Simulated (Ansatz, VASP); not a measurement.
**ZnAu: VASP beside Ansatz**

INCAR

```
SYSTEM = ZnAu
PREC = Accurate ; ENCUT = 520
EDIFF = 1E-6 ; ISMEAR = -1
SIGMA = 0.05 ; LREAL = .False.
LASPH = .True. ; NELM = 60
ALGO = Normal ; ISIF = 2
LWAVE = .False. ; LCHARG = .False.
GGA = RE ; NBANDS = 18
```

File KPOINTS:

```
regular mesh
0
Gamma
  5 5 5
  0 0 0
```

File POSCAR:

```
ZnAu
1.0
    3.1470000000      0.0000000000      0.0000000000
    0.0000000000      3.1470000000      0.0000000000
    0.0000000000      0.0000000000      3.1470000000
Au Zn
1 1
Direct
    0.0000000000      0.0000000000      0.0000000000
    0.5000000000      0.5000000000      0.5000000000
```

The input input.yaml:

```yaml
crystal:
  lattice:
    - [3.147, 0.0, 0.0]
    - [0.0, 3.147, 0.0]
    - [0.0, 0.0, 3.147]
  atoms:
    - { symbol: Au, position: [0.0, 0.0, 0.0] }
    - { symbol: Zn, position: [0.5, 0.5, 0.5] }
hamiltonian:
  xc: revpbe
  pseudopotentials: { kind: paw }
kpoints:
  mp_grid: { grid: [5, 5, 5] }
  band_path:
    path:
      - [[0.0, 0.0, 0.0], [0.0, 0.5, 0.0], [0.5, 0.5, 0.0], [0.0, 0.0, 0.0], [0.5, 0.5, 0.5], [0.0, 0.5, 0.0]]
      - [[0.5, 0.5, 0.0], [0.5, 0.5, 0.5]]
    npoints: 14
scf:
  occupations: { method: fermi_dirac, width: 0.05 }
  n_extra_bands: 6
output:
  forces: true
  stress: true
  eigenvalues: true
  fatbands: true
```

Alike in both runs: functional revPBE; k mesh 5 × 5 × 5; occupations fermi-dirac, width 0.05 eV; no spin polarisation.

|  | VASP | Ansatz |
| --- | --- | --- |
| version | VASP 6.6.1 | Ansatz 0.2.0 |
| potentials or method | VASP PAW PBE potentials, release 64 (Au, Zn) | Ansatz PAW |
| plane-wave cutoff (eV) | 520 | 420 |
| valence electrons in the cell | 23 | 31 |
| task | single point | band structure |

VASP gave:

| Property | Result |
| --- | --- |
| gap on the k mesh at the Fermi level (eV) | none |
| pressure (GPa) | 8.4 |

**Question.** What did Ansatz give for the same quantities?

**Answer.** gap on the k mesh at the Fermi level (eV): none; pressure (GPa): 8.2.

VASP's potentials were made for PBE, not for revPBE. A gap of «none» marks a metal or a gap that the smearing closes. VASP's potentials hold 23 valence electrons a cell and Ansatz's 31, so a difference there can come from the potentials and not from the codes.

The k mesh is coarse, so the values compare programs but aren't converged. Neither program's run includes spin-orbit coupling.
